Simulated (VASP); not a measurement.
SnO2:

```
CELL_PARAMETERS angstrom
-0.09222 2.44125 2.44125
2.44125 -0.09222 2.44125
2.44125 2.44125 -0.09222
ATOMIC_POSITIONS crystal
Sn 0.00000 0.00000 0.00000
O 0.25233 0.25233 0.25233
O 0.74767 0.74767 0.74767
```

This cell differs from its parent crystal: strain along [111] -5.5%.

Base run:

```yaml
Program: VASP 6.6.1
Functional: r2SCAN
Potentials_or_basis: VASP PAW PBE potentials, release 64 (Sn_d, O)
Cutoff: 520 eV
k_mesh: 8 × 8 × 8
Occupations: gaussian, width 0.01 eV
Spin: no spin polarisation
```

Its results: band gap on the k mesh 1.51 eV, indirect (least direct gap 2.95 eV); pressure 16.7 GPa; largest force 0.028 eV/Å.

**Question.** The run is repeated on the same cell with these changes: functional from r2SCAN to HSE06; k mesh from 8 × 8 × 8 to 6 × 6 × 6. What comes out?

**Answer.** Band gap on the k mesh 2.41 eV, indirect (least direct gap 3.88 eV); pressure 13.3 GPa; largest force 0.037 eV/Å.

Several settings changed at once, so the effect can't be laid on one alone.

Caveats: the PAW data sets were made with another functional, which shifts forces and pressure a little; spin-orbit coupling is left out, which moves the levels of the heavy elements.

A k mesh can miss the band edges.
